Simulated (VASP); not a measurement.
Nb, 1 atom in the cell. The structure is cubic, space group Pm-3m (No. 221). The conventional cell has a = 2.708 Å, b = 2.708 Å, c = 2.708 Å, α = 90.00°, β = 90.00°, γ = 90.00°. Within 3.6 Å of Nb (site symmetry m-3m) lie 6 Nb at 2.71 Å. This isn't the form of Nb at room conditions, which is bcc.

```yaml
Program: VASP 6.6.1
Task: relaxation of cell and atoms
Functional: PBEsol
Potentials_or_basis: VASP PAW PBE potentials, release 64 (Nb_sv)
Cutoff: 500 eV
k_mesh: 20 × 20 × 20
Occupations: gaussian, width 0.1 eV
Spin: no spin polarisation
Dipole_correction: no
Further_INCAR_settings: ALGO = Normal; EDIFF = 1e-07; IBRION = 2; EDIFFG = -0.01; NSW = 100; ISIF = 3
```

Potentials or basis: VASP PAW PBE potentials, release 64 (Nb_sv).

Launch:

```sh
$ cat potpaw_PBE.64/Nb_sv/POTCAR > POTCAR
$ mpirun -np 1 vasp_std > vasp.out
```

Hardware: 1 thread of Intel Xeon 8259CL, with other jobs on the host.

Question: Estimate the wall time of this run.

Answer: Run time: 3.3 min on 1 thread of Intel Xeon 8259CL (shared host), peak memory 0.17 GiB. Counts: scf iterations 34, k points 286, ion steps 3.
